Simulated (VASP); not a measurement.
# Mg3Sb2 (P-3m1) in VASP: relaxation of the atoms with r2SCAN

Aim: the relaxation of the atoms of Mg3Sb2 with r2SCAN.

Program: VASP 6.6.1. These are calculated values, not measurements. Logs are shortened: lines on timing, memory, paths and dates and some standing lists are left out, and cuts for length are marked.

## 1. The cell of the first run

It takes space group P-3m1 (No. 164, trigonal). The conventional cell has a = 4.602 Å, b = 4.602 Å, c = 7.293 Å, α = 90.00°, β = 90.00°, γ = 120.00°. Within 3.8 Å of Mg (site symmetry 3m) lie 4 Sb at 2.84 to 2.95 Å and 6 Mg at 3.29 to 3.77 Å. Within 4.1 Å of Mg (site symmetry -3m) lie 6 Sb at 3.14 Å and 6 Mg at 3.77 Å. Sb (site symmetry 3m) has 7 Mg at 2.84 to 3.14 Å within 3.7 Å.

## 2. Relaxation of the atoms, r2SCAN

Contents of POSCAR:

```
Mg3Sb2
1.0
    4.6017811600      0.0000000000      0.0000000000
   -2.3008905800      3.9852593900      0.0000000000
    0.0000000000      0.0000000000      7.2928805100
Mg Sb
3 2
Direct
    0.3333333300      0.6666666700      0.6335056500
    0.6666666700      0.3333333300      0.3664943500
    0.0000000000      0.0000000000      0.0000000000
    0.3333333300      0.6666666700      0.2286768400
    0.6666666700      0.3333333300      0.7713231600
```

Contents of INCAR.step1:

```
PREC = Accurate ; ENCUT = 580
ISMEAR = -1 ; SIGMA = 0.02
LREAL = False ; LASPH = True
NELM = 120 ; GGA = PE
ALGO = Normal ; EDIFF = 1E-5
LWAVE = True ; LCHARG = False
GGA_COMPAT = False ; IBRION = 2
EDIFFG = -0.01 ; NELMIN = 4
NSW = 100
```

Contents of INCAR.step2:

```
PREC = Accurate ; ENCUT = 580
EDIFF = 1E-7 ; ISMEAR = -1
SIGMA = 0.02 ; LREAL = False
LASPH = True ; NELM = 120
ALGO = Normal ; ISIF = 2
LWAVE = False ; LCHARG = False
METAGGA = R2SCAN ; LMIXTAU = True
IBRION = 2 ; NSW = 50
EDIFFG = -0.01 ; ISTART = 1
GGA_COMPAT = False ; NELMIN = 4
```

Contents of KPOINTS:

```
regular mesh
0
Gamma
  6 6 4
```

Potentials or basis: VASP PAW PBE potentials, release 64 (Mg, Sb).

Command:

```bash
> cat potpaw_PBE.64/Mg/POTCAR potpaw_PBE.64/Sb/POTCAR > POTCAR
> cp INCAR.step1 INCAR
> mpirun -np 1 vasp_std > vasp.out
> cp INCAR.step2 INCAR
> mpirun -np 1 vasp_std > vasp.out
```

OUTCAR:

```text
PREC = Accurate
   ENCUT = 580
   EDIFF = 1E-7
   ISMEAR = -1
   LREAL = False
   LASPH = True
   NELM = 120
   ISIF = 2
   METAGGA = R2SCAN
   IBRION = 2
   NSW = 50
   EDIFFG = -0.01
   ISTART = 1
   NELMIN = 4

 ion  position               nearest neighbor table
   1  0.333  0.667  0.634-   5 2.84   5 2.84   5 2.84   4 2.95   2 3.29   2 3.29   2 3.29
   2  0.667  0.333  0.366-   4 2.84   4 2.84   4 2.84   5 2.95   1 3.29   1 3.29   1 3.29
   3  0.000  0.000  0.000-   4 3.14   5 3.14   5 3.14   4 3.14   5 3.14   4 3.14
   4  0.333  0.667  0.229-   2 2.84   2 2.84   2 2.84   1 2.95   3 3.14   3 3.14   3 3.14
   5  0.667  0.333  0.771-   1 2.84   1 2.84   1 2.84   2 2.95   3 3.14   3 3.14   3 3.14

  LATTYP: Found a hexagonal cell.
 ALAT       =     4.6017811600
 C/A-ratio  =     1.5847951601

  Lattice vectors:

 A1 = (   4.6017811600,   0.0000000000,   0.0000000000)
 A2 = (  -2.3008905800,   3.9852593900,   0.0000000000)
 A3 = (   0.0000000000,   0.0000000000,   7.2928805100)

Analysis of symmetry for initial positions (statically):
=====================================================================
 Subroutine PRICEL returns:
 Original cell was already a primitive cell.

 Routine SETGRP: Setting up the symmetry group for a
 hexagonal supercell.

 Subroutine GETGRP returns: Found 12 space group operations
 (whereof 12 operations were pure point group operations)
 out of a pool of 24 trial point group operations.

The static configuration has the point symmetry D_3d.

Analysis of symmetry for dynamics (positions and initial velocities):
=====================================================================
 Subroutine PRICEL returns:
 Original cell was already a primitive cell.

 Routine SETGRP: Setting up the symmetry group for a
 hexagonal supercell.

 Subroutine GETGRP returns: Found 12 space group operations
 (whereof 12 operations were pure point group operations)
 out of a pool of 24 trial point group operations.

The dynamic configuration has the point symmetry D_3d.

 Subroutine INISYM returns: Found 12 space group operations
 (whereof 12 operations are pure point group operations),
 and found     1 'primitive' translations

----------------------------------------------------------------------------------------

                                     Primitive cell

  volume of cell :     133.7463

  direct lattice vectors                    reciprocal lattice vectors
     4.601781160  0.000000000  0.000000000     0.217307161  0.125462348  0.000000000
    -2.300890580  3.985259390  0.000000000     0.000000000  0.250924696  0.000000000
     0.000000000  0.000000000  7.292880510     0.000000000  0.000000000  0.137120031

  length of vectors
     4.601781160  4.601781162  7.292880510     0.250924696  0.250924696  0.137120031

  position of ions in fractional coordinates (direct lattice)
     0.333333330  0.666666670  0.633505650
     0.666666670  0.333333330  0.366494350
     0.000000000  0.000000000  0.000000000
     0.333333330  0.666666670  0.228676840
     0.666666670  0.333333330  0.771323160

  ion indices of the primitive-cell ions
   primitive index   ion index
                 1           1
                 2           2
                 3           3
                 4           4
                 5           5

----------------------------------------------------------------------------------------

 KPOINTS: regular mesh

Automatic generation of k-mesh.
 Grid dimensions read from file:
 generate k-points for:    6    6    4

 Generating k-lattice:

  Cartesian coordinates                     Fractional coordinates (reciprocal lattice)
     0.036217860  0.020910391  0.000000000     0.166666667  0.000000000  0.000000000
     0.000000000  0.041820783  0.000000000     0.000000000  0.166666667  0.000000000
     0.000000000  0.000000000  0.034280008     0.000000000  0.000000000  0.250000000

  Length of vectors
     0.041820783  0.041820783  0.034280008

  Shift w.r.t. Gamma in fractional coordinates (k-lattice)
     0.000000000  0.000000000  0.000000000

 Subroutine IBZKPT returns following result:
 ===========================================

 Found     24 irreducible k-points:

 Following reciprocal coordinates:
            Coordinates               Weight
  0.000000  0.000000  0.000000      1.000000
  0.166667  0.000000  0.000000      6.000000
  0.333333  0.000000  0.000000      6.000000
  0.500000  0.000000  0.000000      3.000000
  0.166667  0.166667  0.000000      6.000000
  0.333333  0.166667  0.000000     12.000000
[... 16 lines left out ...]
  0.333333  0.166667  0.500000     12.000000
  0.333333  0.333333  0.500000      2.000000
   k-points           NKPTS =     24   k-points in BZ     NKDIM =     24   number of bands    NBANDS=     12
   number of dos      NEDOS =    301   number of ions     NIONS =      5
   total plane-waves  NPLWV =  77760
   dimension x,y,z NGX =    36 NGY =   36 NGZ =   60
   dimension x,y,z NGXF=    72 NGYF=   72 NGZF=  120
   ions per type =               3   2
   NGX,Y,Z   is equivalent  to a cutoff of  13.01, 13.01, 13.68 a.u.
   NGXF,Y,Z  is equivalent  to a cutoff of  26.01, 26.01, 27.35 a.u.
 SYSTEM =  unknown system
   PREC   = accura    normal or accurate (medium, high low for compatibility)
   ISTART =      1    job   : 0-new  1-cont  2-samecut
   ICHARG =      0    charge: 1-file 2-atom 10-const
   ISPIN  =      1    spin polarized calculation?
   LNONCOLLINEAR =      F non collinear calculations
   LSORBIT =      F    spin-orbit coupling
   LASPH  =      T    aspherical Exc in radial PAW
   ENCUT  =  580.0 eV  42.63 Ry    6.53 a.u.   9.04  9.04 14.32*2*pi/ulx,y,z
   NELM   =    120;   NELMIN=  4; NELMDL=  0     # of ELM steps
   EDIFF  = 0.1E-06   stopping-criterion for ELM
   LREAL  =      F    real-space projection
   EDIFFG = -.1E-01   stopping-criterion for IOM
   NSW    =     50    number of steps for IOM
   IBRION =      2    ionic relax: 0-MD 1-quasi-New 2-CG
   NFREE  =      1    steps in history (QN), initial steepest desc. (CG)
   ISIF   =      2    stress and relaxation
   ISYM   =      2    0-nonsym 1-usesym 2-fastsym
   POTIM  = 0.5000    time-step for ionic-motion
   TEBEG  =    0.0;   TEEND  =   0.0 temperature during run
   PSTRESS=    0.0 pullay stress
   NELECT =      16.0000    total number of electrons
   NUPDOWN=      -1.0000    fix difference up-down
   EMIN   =  10.00;   EMAX   =-10.00  energy-range for DOS
   EFERMI =   0.00;   METHOD = LEGACY
   ISMEAR =    -1;   SIGMA  =   0.02  broadening in eV -4-tet -1-fermi 0-gaus
   EFERMI_NEDOS =   21; number of points for ismear=-14 and -15
   IALGO  =     38    algorithm
   IMIX   =      4    mixing-type and parameters
     AMIX     =   0.40;   BMIX     =  1.00
     AMIX_MAG =   1.60;   BMIX_MAG =  1.00
  volume/ion in A,a.u.               =      26.75       180.51
  Fermi-wavevector in a.u.,A,eV,Ry     =   0.806655  1.524356  8.853197  0.650692
  Thomas-Fermi vector in A             =   1.915128
   LORBIT       =      0    0 simple, 1 ext, 2 COOP (PROOUT), +10 PAW based schemes
   METAGGA = R2SCAN    functional components
   LHFCALC =     F    Hartree Fock is set to
   AEXX    =    0.0000 exact exchange contribution
   IVDW    =     0    specifies the selected vdW correction
   LEPSILON=     F    determine dielectric tensor
   LRPA    =     F    only Hartree local field effects (RPA)
 conjugate gradient relaxation of ions
 non-spin polarized calculation
  energy-cutoff  :      580.00
  volume of cell :      133.75
 maximum number of plane-waves:      4293
   NGX = 19   NGY = 19   NGZ = 29

--------------------------------------- Ionic step        1  -------------------------------------------

 number of electron      15.9999999 magnetization

 Free energy of the ion-electron system (eV)
  ---------------------------------------------------
  ext. energy  EPLUGINS =         0.00000000
  ---------------------------------------------------
  free energy    TOTEN  =       -66.24352557 eV

  energy without entropy =      -66.24352557  energy(sigma->0) =      -66.24352557

------------------------ aborting loop because EDIFF is reached ----------------------------------------

  FORCE on cell =-STRESS in cart. coord.  units (eV):
  Direction    XX          YY          ZZ          XY          YZ          ZX
  --------------------------------------------------------------------------------------
  -------------------------------------------------------------------------------------
  Total       -0.8678689     -0.8678689     -0.7860895      0.0000000      0.0000000      0.0000000
  in kB      -10.3964019    -10.3964019     -9.4167478      0.0000000      0.0000000      0.0000000
  external PRESSURE =     -10.0698505 kB  Pullay stress =       0.0000000 kB
[... 141 lines left out ...]
  energy  without entropy=      -66.2437694663  energy(sigma->0) =      -66.24376947

--------------------------------------- Ionic step        5  -------------------------------------------

 number of electron      15.9999999 magnetization

 Free energy of the ion-electron system (eV)
  ---------------------------------------------------
  ext. energy  EPLUGINS =         0.00000000
  ---------------------------------------------------
  free energy    TOTEN  =       -66.24381119 eV

  energy without entropy =      -66.24381118  energy(sigma->0) =      -66.24381119

 E-fermi :   4.4587     XC(G=0):  -9.0943

 val. band max:        4.1725062172   @ k =   0.0000   0.0000   0.0000
 cond. band min:       4.7590975214   @ k =   0.3333   0.3333   0.0000
 fundamental gap:      0.5865913042
 Fermi energy:         4.4587105101

 k-point     1 :       0.0000    0.0000    0.0000
  band No.  band energies     occupation
      1      -6.3976      2.00000
      2      -5.1392      2.00000
      3      -0.7606      2.00000
      4       3.0484      2.00000
      5       3.0484      2.00000
      6       3.7687      2.00000
      7       3.7687      2.00000
      8       4.1725      2.00000
      9       5.8425      0.00000
     10       5.9037      0.00000
     11       7.5810      0.00000
     12       7.5810      0.00000
[... 375 lines left out ...]
  FREE ENERGIE OF THE ION-ELECTRON SYSTEM (eV)
  ---------------------------------------------------
  free  energy   TOTEN  =       -66.2438111877 eV

  energy  without entropy=      -66.2438111824  energy(sigma->0) =      -66.24381119

 reached required accuracy - stopping structural energy minimisation
```

Wall time 13 min (1 thread of Oxide Virtual Turin-like, shared host); peak memory 0.29 GiB.

What came out:

```yaml
Free_energy: -66.2438 eV
Energy_gained_by_relaxing: 0.1 meV/atom
Ionic_steps: 5
Pressure_after_relaxing: -1.0 GPa
Largest_force_after_relaxing: 0.006 eV/Å
Band_gap_on_the_k_mesh: 0.59 eV (least direct gap 1.67 eV)
```

Forces on the atoms (eV/Å):
```
Mg   0.000  0.000  0.006
Mg   0.000  0.000 -0.006
Mg   0.000  0.000  0.000
Sb   0.000  0.000  0.000
Sb   0.000  0.000  0.000
```

Step by step:
| step | energy change (eV) | largest force (eV/Å) | pressure (GPa) |
| --- | --- | --- | --- |
| 1 | 0.0000 | 0.0414 | -1.01 |
| 2 | -0.0001 | 0.0287 | -1.00 |
| 3 | -0.0003 | 0.0133 | -0.98 |
| 4 | -0.0002 | 0.0184 | -0.95 |
| 5 | -0.0003 | 0.0062 | -0.97 |

Final structure:
```
CELL_PARAMETERS angstrom
4.60178 0.00000 0.00000
-2.30089 3.98526 0.00000
0.00000 0.00000 7.29288
ATOMIC_POSITIONS crystal
Mg 0.33333 0.66667 0.63359
Mg 0.66667 0.33333 0.36641
Mg 0.00000 0.00000 0.00000
Sb 0.33333 0.66667 0.22957
Sb 0.66667 0.33333 0.77043
```

Levels at points of the mesh, in eV from the valence-band top:
| k point | band 4 | band 5 | band 6 | band 7 | band 8 | band 9 | band 10 | band 11 | band 12 |
| --- | --- | --- | --- | --- | --- | --- | --- | --- | --- |
| (0.00, 0.00, 0.00) | -1.12 | -1.12 | -0.40 | -0.40 | 0.00 | 1.67 | 1.73 | 3.41 | 3.41 |
| (0.50, 0.00, 0.00) | -3.79 | -3.24 | -2.33 | -2.15 | -0.93 | 0.80 | 2.40 | 2.47 | 3.16 |
| (0.00, 0.00, 0.50) | -2.95 | -0.82 | -0.82 | -0.73 | -0.73 | 2.26 | 2.39 | 3.06 | 3.06 |
| (0.50, 0.00, 0.50) | -4.61 | -1.85 | -1.70 | -1.66 | -1.53 | 0.84 | 1.70 | 2.14 | 2.62 |

Caveat: semilocal functionals underestimate gaps, and a narrow one can read as zero; the PAW data sets were made with another functional, which shifts forces and pressure a little; spin-orbit coupling is left out, which moves the levels of the heavy elements. A k mesh can miss the band edges.
